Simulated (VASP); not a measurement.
The system is Li4TmGe.

```
Li Tm Ge
1.0
     0.00000    3.46293    3.46293
     3.46293    0.00000    3.46293
     3.46293    3.46293    0.00000
Li Tm Ge
4 1 1
Direct
  0.37352 0.37352 0.87944
  0.87944 0.37352 0.37352
  0.37352 0.37352 0.37352
  0.37352 0.87944 0.37352
  0.75000 0.75000 0.75000
  0.00000 0.00000 0.00000
```

The cell was built from a structure type or drawn by symmetry, and may not be a known phase.

| Property | Result |
| --- | --- |
| Program | VASP 6.6.1 |
| Task | relaxation of cell and atoms |
| Functional | PBE |
| Potentials or basis | VASP PAW PBE potentials, release 64 (Li_sv, Tm_3, Ge_d), 4f in core |
| Cutoff | 750 eV |
| k mesh | 4 × 4 × 4 |
| Occupations | gaussian, width 0.2 eV |
| Spin | no spin polarisation |

At the start: pressure 13.0 GPa; volume 13.84 Å³/atom.

**Question.** Where does the relaxation end?

**Answer.** Over 7 steps the energy falls by 136.4 meV/atom and the volume is 18.07 Å³/atom (+30.6 %); space group F-43m (No. 216, to 0.1 Å) before and after.

Step by step:
| step | energy change (eV) | largest force (eV/Å) | pressure (GPa) | volume (Å³) |
| --- | --- | --- | --- | --- |
| 1 | 0.0000 | 0.1228 | 12.97 | 83.05 |
| 2 | -0.6980 | 0.0604 | 3.79 | 97.27 |
| 3 | -0.8067 | 0.1231 | 0.82 | 105.19 |
| 4 | -0.8131 | 0.1380 | 0.11 | 107.59 |
| 5 | -0.8132 | 0.1411 | -0.02 | 108.12 |
| 6 | -0.8166 | 0.0814 | -0.05 | 108.25 |
| 7 | -0.8182 | 0.0015 | -0.07 | 108.44 |

Final structure:
```cif
data_structure
_symmetry_space_group_name_H-M 'P 1'
_symmetry_Int_Tables_number 1
_cell_length_a 5.3526
_cell_length_b 5.3526
_cell_length_c 5.3526
_cell_angle_alpha 60.000
_cell_angle_beta 60.000
_cell_angle_gamma 60.000
_cell_volume 108.44
loop_
_atom_site_label
_atom_site_type_symbol
_atom_site_fract_x
_atom_site_fract_y
_atom_site_fract_z
_atom_site_occupancy
Li1 Li 0.37411 0.37411 0.87767 1
Li2 Li 0.87767 0.37411 0.37411 1
Li3 Li 0.37411 0.37411 0.37411 1
Li4 Li 0.37411 0.87767 0.37411 1
Tm1 Tm 0.75000 0.75000 0.75000 1
Ge1 Ge 0.00000 0.00000 0.00000 1
```

Caveat: the k points lie up to 0.36 Å⁻¹ apart in the final cell, too coarse for converged energies and pressures of a metal; the volume moved by over 15 % at a fixed basis, so the end points are rough.
